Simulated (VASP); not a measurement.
# GaP: single point with PBEsol

GaP:

```xyz
2
Lattice="0.0000 2.7193 2.7193 2.7193 0.0000 2.7193 2.7193 2.7193 0.0000" Properties=species:S:1:pos:R:3 pbc="T T T"
Ga    0.0000    0.0000    0.0000
P     1.3596    1.3596    1.3596
```

```json
{"Program": "VASP 6.6.1", "Task": "single point", "Functional": "PBEsol", "Potentials or basis": "VASP PAW PBE potentials, release 64 (Ga_d, P)", "Cutoff": "520 eV", "k mesh": "8 × 8 × 8", "Occupations": "fermi-dirac, width 0.02 eV", "Spin": "no spin polarisation", "Dipole correction": "no", "Further INCAR settings": "ALGO = Normal; EDIFF = 1e-06; NBANDS = 16"}
```

The pressure is -0.1 GPa and the band gap on the k mesh is 1.50 eV, indirect (least direct gap 1.80 eV).

Levels at points of the mesh, in eV from the valence-band top:
```tsv
k point	band 6	band 7	band 8	band 9	band 10	band 11	band 12	band 13
(0.00, 0.00, 0.00)	-12.57	0.00	0.00	0.00	1.80	3.83	3.83	3.83
(0.50, 0.00, 0.00)	-10.46	-6.73	-1.14	-1.14	1.61	4.65	4.65	8.10
(0.50, 0.50, 0.00)	-9.54	-6.84	-2.74	-2.74	1.50	1.71	10.60	10.60
```

Wall time 20 s on 1 thread of Intel(R) Xeon(R) Platinum 8375C CPU @ 2.90GHz (Ice Lake) (shared host), peak memory 0.17 GiB.

Caveat: the PAW data sets were made with another functional, which shifts forces and pressure a little. A k mesh can miss the band edges.
